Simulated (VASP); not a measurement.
Write the native input for VASP 6.6.1 that does the following.

| Quantity | Value |
| --- | --- |
| Task | single point |
| Functional | LDA |
| Potentials or basis | VASP PAW LDA potentials, release 64 (Ir) |
| Cutoff | 520 eV |
| k mesh | 11 × 11 × 6 |
| Occupations | fermi-dirac, width 0.05 eV |
| Spin | no spin polarisation |
| Dipole correction | no |
| Further INCAR settings | ALGO = Fast; EDIFF = 1e-06; NBANDS = 16 |

The structure of Ir lies in POSCAR:

```
Ir
1.0
    2.6952115654      0.0000000000      0.0000000000
   -1.3476057827      2.3341216842      0.0000000000
    0.0000000000      0.0000000000      4.3711972971
Ir
2
Direct
    0.3333333333      0.6666666667      0.2500000000
    0.6666666667      0.3333333333      0.7500000000
```

One way to write it, as run:

INCAR

```
SYSTEM = Ir
  PREC = Accurate
  ENCUT = 520
  EDIFF = 1E-6
  ISMEAR = -1
  SIGMA = 0.05
  LREAL = .False.
  LASPH = .True.
  NELM = 60
  ALGO = Fast
  ISIF = 2
  LWAVE = .False.
  LCHARG = .False.
  NBANDS = 16
```

KPOINTS

```
regular mesh
0
Gamma
  11 11 6
  0 0 0
```

Potentials or basis: VASP PAW LDA potentials, release 64 (Ir).

The run is started by

```sh
$ cat potpaw_LDA.64/Ir/POTCAR > POTCAR
$ mpirun -np 1 vasp_std > vasp.out
```

Results of the run:

```json
{"Pressure": "7.4 GPa", "Band gap on the k mesh": "zero (band 9 reaches 11.98 eV, above the bottom of band 10 at 8.57 eV)"}
```

Caveat: spin-orbit coupling is left out, which moves the levels of the heavy elements.

It took 16 s on 1 thread of Intel(R) Xeon(R) 6975P-C (Granite Rapids), with other jobs on the host, peak memory 0.14 GiB.
